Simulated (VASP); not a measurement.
# TiSi (Pnma) in VASP: a series of runs

TiSi is run at these levels: PBEsol; tasks: single point.

Everything below comes from runs of VASP 6.6.1. Logs are shortened: lines on timing, memory, paths and dates and some standing lists are left out, and cuts for length are marked.

**1. The cell of the first run**

The structure is orthorhombic, space group Pnma (No. 62). The conventional cell has a = 6.452 Å, b = 3.622 Å, c = 5.460 Å, α = 90.00°, β = 90.00°, γ = 90.00°. Within 3.4 Å of Ti (site symmetry m) lie 7 Si at 2.56 to 2.95 Å and 2 Ti at 3.23 Å. Within 3.3 Å of Si (site symmetry m) lie 2 Si at 2.48 Å and 7 Ti at 2.56 to 2.95 Å.

**2. Single point, PBEsol (strain +0.1000 x Voigt [0, 0, 1, 0, 0, 0])**

INCAR reads:

```
SYSTEM = TiSi
PREC     = Accurate       ! precision mode
ENCUT    = 520            ! plane-wave cutoff, eV
EDIFF    = 1E-7           ! SCF threshold, eV
ISMEAR   = 0              ! smearing method
SIGMA    = 0.15           ! smearing width, eV
LREAL    = .False.        ! projectors in reciprocal space
LASPH    = .True.         ! aspherical terms in the spheres
NELM     = 80             ! most SCF steps
ALGO     = Normal         ! electronic algorithm
ISIF     = 2              ! what is computed and relaxed
LWAVE    = .False.        ! write WAVECAR
LCHARG   = .False.        ! write CHGCAR
GGA      = PS             ! functional
NBANDS   = 42             ! bands
```

KPOINTS reads:

```
Automatic mesh
0
Gamma
  6 12 8
  0 0 0
```

POSCAR reads:

```
TiSi
1.0
    6.4518128620      0.0000000000      0.0000000000
    0.0000000000      3.6224438893      0.0000000000
    0.0000000000      0.0000000000      5.4601771536
Ti Si
4 4
Direct
    0.6761122807      0.2500000000      0.3705866206
    0.3238877193      0.7500000000      0.6294133794
    0.8238877193      0.7500000000      0.8705866206
    0.1761122807      0.2500000000      0.1294133794
    0.5441211300      0.2500000000      0.8536272412
    0.4558788700      0.7500000000      0.1463727588
    0.9558788700      0.7500000000      0.3536272412
    0.0441211300      0.2500000000      0.6463727588
```

Potentials or basis: VASP PAW PBE potentials, release 64 (Ti_sv, Si).

Started as:

```
$ cat potpaw_PBE.64/Ti_sv/POTCAR potpaw_PBE.64/Si/POTCAR > POTCAR
$ mpirun -np 1 vasp_std > vasp.out
```

OUTCAR:

```text
SYSTEM = TiSi
   PREC = Accurate
   ENCUT = 520
   EDIFF = 1E-7
   ISMEAR = 0
   LREAL = .False.
   LASPH = .True.
   NELM = 80
   ISIF = 2
   GGA = PS

 ion  position               nearest neighbor table
   1  0.676  0.250  0.371-   7 2.56   7 2.56   6 2.61   6 2.61   5 2.77   8 2.81   5 2.95
   2  0.324  0.750  0.629-   8 2.56   8 2.56   5 2.61   5 2.61   6 2.77   7 2.81   6 2.95
   3  0.824  0.750  0.871-   5 2.56   5 2.56   8 2.61   8 2.61   7 2.77   6 2.81   7 2.95
   4  0.176  0.250  0.129-   6 2.56   6 2.56   7 2.61   7 2.61   8 2.77   5 2.81   8 2.95
   5  0.544  0.250  0.854-   6 2.48   6 2.48   3 2.56   3 2.56   2 2.61   2 2.61   1 2.77   4 2.81
                             1 2.95
   6  0.456  0.750  0.146-   5 2.48   5 2.48   4 2.56   4 2.56   1 2.61   1 2.61   2 2.77   3 2.81
                             2 2.95
   7  0.956  0.750  0.354-   8 2.48   8 2.48   1 2.56   1 2.56   4 2.61   4 2.61   3 2.77   2 2.81
                             3 2.95
   8  0.044  0.250  0.646-   7 2.48   7 2.48   2 2.56   2 2.56   3 2.61   3 2.61   4 2.77   1 2.81
                             4 2.95

  LATTYP: Found a simple orthorhombic cell.
 ALAT       =     3.6224438893
 B/A-ratio  =     1.5073186281
 C/A-ratio  =     1.7810663351

  Lattice vectors:

 A1 = (   0.0000000000,   3.6224438893,   0.0000000000)
 A2 = (   0.0000000000,   0.0000000000,   5.4601771536)
 A3 = (   6.4518128620,   0.0000000000,   0.0000000000)

Analysis of symmetry for initial positions (statically):
=====================================================================
 Subroutine PRICEL returns:
 Original cell was already a primitive cell.

 Routine SETGRP: Setting up the symmetry group for a
 simple orthorhombic supercell.

 Subroutine GETGRP returns: Found  8 space group operations
 (whereof  2 operations were pure point group operations)
 out of a pool of  8 trial point group operations.

The static configuration has the point symmetry S_2 .
 The point group associated with its full space group is D_2h.

Analysis of symmetry for dynamics (positions and initial velocities):
=====================================================================
 Subroutine PRICEL returns:
 Original cell was already a primitive cell.

 Routine SETGRP: Setting up the symmetry group for a
 simple orthorhombic supercell.

 Subroutine GETGRP returns: Found  8 space group operations
 (whereof  2 operations were pure point group operations)
 out of a pool of  8 trial point group operations.

The dynamic configuration has the point symmetry S_2 .
 The point group associated with its full space group is D_2h.

 Subroutine INISYM returns: Found  8 space group operations
 (whereof  2 operations are pure point group operations),
 and found     1 'primitive' translations

----------------------------------------------------------------------------------------

                                     Primitive cell

  volume of cell :     127.6116

  direct lattice vectors                    reciprocal lattice vectors
     6.451812862  0.000000000  0.000000000     0.154995196  0.000000000  0.000000000
     0.000000000  3.622443889  0.000000000     0.000000000  0.276056726  0.000000000
     0.000000000  0.000000000  5.460177154     0.000000000  0.000000000  0.183144241

  length of vectors
     6.451812862  3.622443889  5.460177154     0.154995196  0.276056726  0.183144241

  position of ions in fractional coordinates (direct lattice)
     0.676112281  0.250000000  0.370586621
     0.323887719  0.750000000  0.629413379
     0.823887719  0.750000000  0.870586621
     0.176112281  0.250000000  0.129413379
     0.544121130  0.250000000  0.853627241
     0.455878870  0.750000000  0.146372759
     0.955878870  0.750000000  0.353627241
     0.044121130  0.250000000  0.646372759

  ion indices of the primitive-cell ions
   primitive index   ion index
                 1           1
                 2           2
                 3           3
                 4           4
                 5           5
                 6           6
                 7           7
                 8           8

----------------------------------------------------------------------------------------

 KPOINTS: Automatic mesh

Automatic generation of k-mesh.
 Grid dimensions read from file:
 generate k-points for:    6   12    8

 Generating k-lattice:

  Cartesian coordinates                     Fractional coordinates (reciprocal lattice)
     0.025832533  0.000000000  0.000000000     0.166666667  0.000000000  0.000000000
     0.000000000  0.023004727  0.000000000     0.000000000  0.083333333  0.000000000
     0.000000000  0.000000000  0.022893030     0.000000000  0.000000000  0.125000000

  Length of vectors
     0.025832533  0.023004727  0.022893030

  Shift w.r.t. Gamma in fractional coordinates (k-lattice)
     0.000000000  0.000000000  0.000000000

 Subroutine IBZKPT returns following result:
 ===========================================

 Found    140 irreducible k-points:

 Following reciprocal coordinates:
            Coordinates               Weight
  0.000000  0.000000  0.000000      1.000000
  0.166667  0.000000  0.000000      2.000000
  0.333333  0.000000  0.000000      2.000000
  0.500000  0.000000  0.000000      1.000000
  0.000000  0.083333  0.000000      2.000000
  0.166667  0.083333  0.000000      4.000000
[... 16 lines left out ...]
  0.333333  0.416667  0.000000      4.000000
  0.500000  0.416667  0.000000      2.000000
 [... further k-points ...]
   k-points           NKPTS =    140   k-points in BZ     NKDIM =    140   number of bands    NBANDS=     42
   number of dos      NEDOS =    301   number of ions     NIONS =      8
   total plane-waves  NPLWV =  56448
   dimension x,y,z NGX =    48 NGY =   28 NGZ =   42
   dimension x,y,z NGXF=    96 NGYF=   56 NGZF=   84
   ions per type =               4   4
   NGX,Y,Z   is equivalent  to a cutoff of  12.37, 12.85, 12.79 a.u.
   NGXF,Y,Z  is equivalent  to a cutoff of  24.74, 25.70, 25.58 a.u.
 SYSTEM =  TiSi
   PREC   = accura    normal or accurate (medium, high low for compatibility)
   ISTART =      0    job   : 0-new  1-cont  2-samecut
   ICHARG =      2    charge: 1-file 2-atom 10-const
   ISPIN  =      1    spin polarized calculation?
   LNONCOLLINEAR =      F non collinear calculations
   LSORBIT =      F    spin-orbit coupling
   LASPH  =      T    aspherical Exc in radial PAW
   ENCUT  =  520.0 eV  38.22 Ry    6.18 a.u.  12.00  6.74 10.15*2*pi/ulx,y,z
   NELM   =     80;   NELMIN=  2; NELMDL= -5     # of ELM steps
   EDIFF  = 0.1E-06   stopping-criterion for ELM
   LREAL  =      F    real-space projection
   EDIFFG = 0.1E-05   stopping-criterion for IOM
   NSW    =      0    number of steps for IOM
   IBRION =     -1    ionic relax: 0-MD 1-quasi-New 2-CG
   NFREE  =      0    steps in history (QN), initial steepest desc. (CG)
   ISIF   =      2    stress and relaxation
   ISYM   =      2    0-nonsym 1-usesym 2-fastsym
   POTIM  = 0.5000    time-step for ionic-motion
   TEBEG  =    0.0;   TEEND  =   0.0 temperature during run
   PSTRESS=    0.0 pullay stress
   NELECT =      64.0000    total number of electrons
   NUPDOWN=      -1.0000    fix difference up-down
   EMIN   =  10.00;   EMAX   =-10.00  energy-range for DOS
   EFERMI =   0.00;   METHOD = LEGACY
   ISMEAR =     0;   SIGMA  =   0.15  broadening in eV -4-tet -1-fermi 0-gaus
   EFERMI_NEDOS =   21; number of points for ismear=-14 and -15
   IALGO  =     38    algorithm
   IMIX   =      4    mixing-type and parameters
     AMIX     =   0.40;   BMIX     =  1.00
     AMIX_MAG =   1.60;   BMIX_MAG =  1.00
  volume/ion in A,a.u.               =      15.95       107.65
  Fermi-wavevector in a.u.,A,eV,Ry     =   1.300683  2.457934 23.018010  1.691776
  Thomas-Fermi vector in A             =   2.431866
   LORBIT       =      0    0 simple, 1 ext, 2 COOP (PROOUT), +10 PAW based schemes
   GGA     = PS    functional components
   LHFCALC =     F    Hartree Fock is set to
   AEXX    =    0.0000 exact exchange contribution
   IVDW    =     0    specifies the selected vdW correction
   LEPSILON=     F    determine dielectric tensor
   LRPA    =     F    only Hartree local field effects (RPA)
 non-spin polarized calculation
 Gauss-broadening in eV      SIGMA  =   0.15
  energy-cutoff  :      520.00
  volume of cell :      127.61
 maximum number of plane-waves:      3460
 NGX is ok and might be reduce to    48
   NGX = 23   NGY = 13   NGZ = 21

 number of electron      64.0000011 magnetization

 Free energy of the ion-electron system (eV)
  ---------------------------------------------------
  ext. energy  EPLUGINS =         0.00000000
  ---------------------------------------------------
  free energy    TOTEN  =       -62.20504902 eV

  energy without entropy =      -62.16348348  energy(sigma->0) =      -62.18426625

 E-fermi :   8.8183     XC(G=0): -11.3933

 val. band max:        8.8182183086   @ k =   0.0000   0.0000   0.1250
 cond. band min:       8.8306163552   @ k =   0.0000   0.0833   0.3750
 fundamental gap:      0.0123980466
 Fermi energy:         8.8182661350

 k-point     1 :       0.0000    0.0000    0.0000
  band No.  band energies     occupation
      1     -47.8960      2.00000
      2     -47.8799      2.00000
      3     -47.8796      2.00000
      4     -47.8729      2.00000
      5     -24.3752      2.00000
      6     -24.3740      2.00000
[... 34 lines left out ...]
     41      10.7831      0.00000
     42      11.0049      0.00000

 k-point     2 :       0.1667    0.0000    0.0000
  band No.  band energies     occupation
      1     -47.8953      2.00000
      2     -47.8830      2.00000
      3     -47.8771      2.00000
      4     -47.8730      2.00000
      5     -24.3765      2.00000
      6     -24.3757      2.00000
[... 34 lines left out ...]
     41      10.8031      0.00000
     42      10.8679      0.00000

 k-point     3 :       0.3333    0.0000    0.0000
  band No.  band energies     occupation
      1     -47.8932      2.00000
      2     -47.8867      2.00000
      3     -47.8752      2.00000
      4     -47.8733      2.00000
      5     -24.3789      2.00000
      6     -24.3788      2.00000
[... 897 lines left out ...]
      4     -47.8770      2.00000
      5     -24.3391      2.00000
      6     -24.3374      2.00000
[... 34 lines left out ...]
     41      10.9905      0.00000
     42      11.3896      0.00000

 k-point    24 :       0.5000    0.4167    0.0000
  band No.  band energies     occupation
      1     -47.8817      2.00000
      2     -47.8817      2.00000
      3     -47.8775      2.00000
      4     -47.8775      2.00000
      5     -24.3385      2.00000
      6     -24.3385      2.00000
[... 34 lines left out ...]
     41      11.1213      0.00000
     42      11.1267      0.00000

 [... further k-points ...]
[... 5 lines left out ...]
  --------------------------------------------------------------------------------------
  -------------------------------------------------------------------------------------
  Total       -3.3715084     -4.4429201    -18.2203057      0.0000000     -0.0000000      0.0000000
  in kB      -42.3296486    -55.7813373   -228.7578886      0.0000000     -0.0000000      0.0000000
  external PRESSURE =    -108.9562915 kB  Pullay stress =       0.0000000 kB

 VOLUME and BASIS-vectors are now :
 -----------------------------------------------------------------------------
  energy-cutoff  :      520.00
  volume of cell :      127.61
      direct lattice vectors                 reciprocal lattice vectors
     6.451812862  0.000000000  0.000000000     0.154995196  0.000000000  0.000000000
     0.000000000  3.622443889  0.000000000     0.000000000  0.276056726  0.000000000
     0.000000000  0.000000000  5.460177154     0.000000000  0.000000000  0.183144241

 POSITION                                       TOTAL-FORCE (eV/Angst)
 -----------------------------------------------------------------------------------
      4.36215      0.90561      2.02347        -0.401669      0.000000      0.123070
      2.08966      2.71683      3.43671         0.401669      0.000000     -0.123070
      5.31557      2.71683      4.75356         0.401669     -0.000000      0.123070
      1.13624      0.90561      0.70662        -0.401669      0.000000     -0.123070
      3.51057      0.90561      4.66096        -0.129560     -0.000000      0.056498
      2.94125      2.71683      0.79922         0.129560     -0.000000     -0.056498
      6.16715      2.71683      1.93087         0.129560     -0.000000      0.056498
      0.28466      0.90561      3.52931        -0.129560      0.000000     -0.056498
 -----------------------------------------------------------------------------------
    total drift:                               -0.000000     -0.000000      0.000000

  FREE ENERGIE OF THE ION-ELECTRON SYSTEM (eV)
  ---------------------------------------------------
  free  energy   TOTEN  =       -62.2050490188 eV

  energy  without entropy=      -62.1634834771  energy(sigma->0) =      -62.18426625
```

It took 6.4 min on 1 thread of Intel Xeon 6975P-C (Granite Rapids), shared host; peak memory 0.62 GiB.

What came out:

```
Free energy            : -62.2050 eV
Pressure               : -10.9 GPa
Largest force          : 0.420 eV/Å
Band gap on the k mesh : zero (band 32 reaches 8.94 eV, above the bottom of band 33 at 8.69 eV)
```

Forces on the atoms (eV/Å):
```
Ti  -0.402  0.000  0.123
Ti   0.402  0.000 -0.123
Ti   0.402  0.000  0.123
Ti  -0.402  0.000 -0.123
Si  -0.130  0.000  0.056
Si   0.130  0.000 -0.056
Si   0.130  0.000  0.056
Si  -0.130  0.000 -0.056
```

Caveat: the cell differs from its parent crystal (strain +0.1000 x Voigt [0, 0, 1, 0, 0, 0]); the PAW data sets were made with another functional, which shifts forces and pressure a little.

**3. Single point, PBEsol (strain -0.0500 x Voigt [0, 0, 1, 0, 0, 0])**

INCAR reads:

```
ALGO = Normal
EDIFF = 1E-6
ENCUT = 520
GGA = PS
ISIF = 2
ISMEAR = 0
LASPH = T
LCHARG = F
LREAL = F
LWAVE = F
NBANDS = 42
NELM = 60
PREC = Accurate
SIGMA = 0.15
```

KPOINTS reads:

```
k-points
0
Gamma
  6 12 8
```

Edit POSCAR of step 2 so:

```diff
@@ -4,3 +4,3 @@
     0.0000000000      3.6224438893      0.0000000000
-    0.0000000000      0.0000000000      5.4601771536
+    0.0000000000      0.0000000000      4.7156075418
 Ti Si
```

Potentials or basis: VASP PAW PBE potentials, release 64 (Ti_sv, Si).

Started as:

```
$ cat potpaw_PBE.64/Ti_sv/POTCAR potpaw_PBE.64/Si/POTCAR > POTCAR
$ mpirun -np 1 vasp_std > vasp.out
```

It took 4.5 min on 1 thread of Intel Xeon 6975P-C (Granite Rapids), shared host; peak memory 0.55 GiB.

Results (log left out):

```yaml
Free_energy: -62.7787 eV
Pressure: 10.1 GPa
Largest_force: 0.460 eV/Å
Band_gap_on_the_k_mesh: zero (band 32 reaches 10.68 eV, above the bottom of band 33 at 10.26 eV)
```

Forces in eV/Å, atoms in the order of the input:
```
Ti   0.419  0.000 -0.188
Ti  -0.419  0.000  0.188
Ti  -0.419  0.000 -0.188
Ti   0.419  0.000  0.188
Si  -0.055  0.000 -0.003
Si   0.055  0.000  0.003
Si   0.055  0.000 -0.003
Si  -0.055  0.000  0.003
```

Stress tensor (GPa, compression positive):
```
 3.94  0.00  0.00
 0.00  3.68  0.00
 0.00  0.00 22.62
```

Levels at points of the mesh, in eV from the Fermi level:
```tsv
k point	band 29	band 30	band 31	band 32	band 33	band 34	band 35	band 36
(0.00, 0.00, 0.00)	-0.81	-0.47	-0.43	-0.31	0.31	0.54	0.63	0.67
(0.50, 0.00, 0.00)	-0.82	-0.82	-0.41	-0.41	0.31	0.31	0.61	0.61
(0.00, 0.50, 0.00)	-1.72	-1.72	-1.62	-1.62	1.58	1.58	1.85	1.85
(0.50, 0.50, 0.00)	-1.74	-1.74	-1.74	-1.74	1.79	1.79	1.79	1.79
(0.00, 0.00, 0.50)	-0.87	-0.87	-0.41	-0.41	0.43	0.43	0.79	0.79
(0.50, 0.00, 0.50)	-1.00	-1.00	-0.80	-0.80	0.48	0.48	0.76	0.76
(0.00, 0.50, 0.50)	-0.55	-0.55	-0.44	-0.44	0.02	0.02	0.87	0.87
(0.50, 0.50, 0.50)	-1.35	-1.35	-1.35	-1.35	1.33	1.33	1.33	1.33
```

Caveat: the cell differs from its parent crystal (strain -0.0500 x Voigt [0, 0, 1, 0, 0, 0]); the PAW data sets were made with another functional, which shifts forces and pressure a little.

**4. Single point, PBEsol (strain -0.0250 x Voigt [0, 0, 1, 0, 0, 0])**

INCAR reads:

```
  PREC = Accurate
  ENCUT = 520
  EDIFF = 1E-6
  ISMEAR = 0
  SIGMA = 0.15
  LREAL = F
  LASPH = T
  NELM = 100
  ALGO = Normal
  ISIF = 2
  LWAVE = F
  LCHARG = T
  GGA = PS
  LELF = T
  LVHAR = T
  NBANDS = 42
```

KPOINTS reads:

```
Automatic mesh
0
Gamma
  6 12 8
```

Edit POSCAR of step 3 so:

```diff
@@ -4,3 +4,3 @@
     0.0000000000      3.6224438893      0.0000000000
-    0.0000000000      0.0000000000      4.7156075418
+    0.0000000000      0.0000000000      4.8397024771
 Ti Si
```

Started as:

```
$ cat potpaw_PBE.64/Ti_sv/POTCAR potpaw_PBE.64/Si/POTCAR > POTCAR
$ mpirun -np 1 vasp_std > vasp.out
```

It took 4.9 min on 1 thread of Intel Xeon 6975P-C (Granite Rapids), shared host; peak memory 0.56 GiB.

It converged, with:

```yaml
Free_energy: -63.0738 eV
Pressure: 4.6 GPa
Largest_force: 0.198 eV/Å
Band_gap_on_the_k_mesh: zero (band 32 reaches 10.39 eV, above the bottom of band 33 at 10.00 eV)
```

Forces in eV/Å, atoms in the order of the input:
```
Ti   0.183  0.000 -0.076
Ti  -0.183  0.000  0.076
Ti  -0.183  0.000 -0.076
Ti   0.183  0.000  0.076
Si  -0.011  0.000 -0.009
Si   0.011  0.000  0.009
Si   0.011  0.000 -0.009
Si  -0.011  0.000  0.009
```

Stress tensor (GPa, compression positive):
```
 1.89  0.00  0.00
 0.00  1.75  0.00
 0.00  0.00 10.28
```

Levels at points of the mesh, in eV from the Fermi level:
```csv
k point,band 30,band 31,band 32,band 33,band 34,band 35
"(0.00, 0.00, 0.00)",-0.46,-0.41,-0.26,0.33,0.56,0.64
"(0.50, 0.00, 0.00)",-0.79,-0.44,-0.44,0.35,0.35,0.62
"(0.00, 0.50, 0.00)",-1.68,-1.63,-1.63,1.53,1.53,1.82
"(0.50, 0.50, 0.00)",-1.73,-1.73,-1.73,1.76,1.76,1.76
"(0.00, 0.00, 0.50)",-0.87,-0.33,-0.33,0.43,0.43,0.78
"(0.50, 0.00, 0.50)",-0.97,-0.73,-0.73,0.45,0.45,0.75
"(0.00, 0.50, 0.50)",-0.54,-0.44,-0.44,0.00,0.00,0.81
"(0.50, 0.50, 0.50)",-1.36,-1.36,-1.36,1.33,1.33,1.33
```

Caveat: the cell differs from its parent crystal (strain -0.0250 x Voigt [0, 0, 1, 0, 0, 0]); the PAW data sets were made with another functional, which shifts forces and pressure a little.

[end of part 1 of 2]
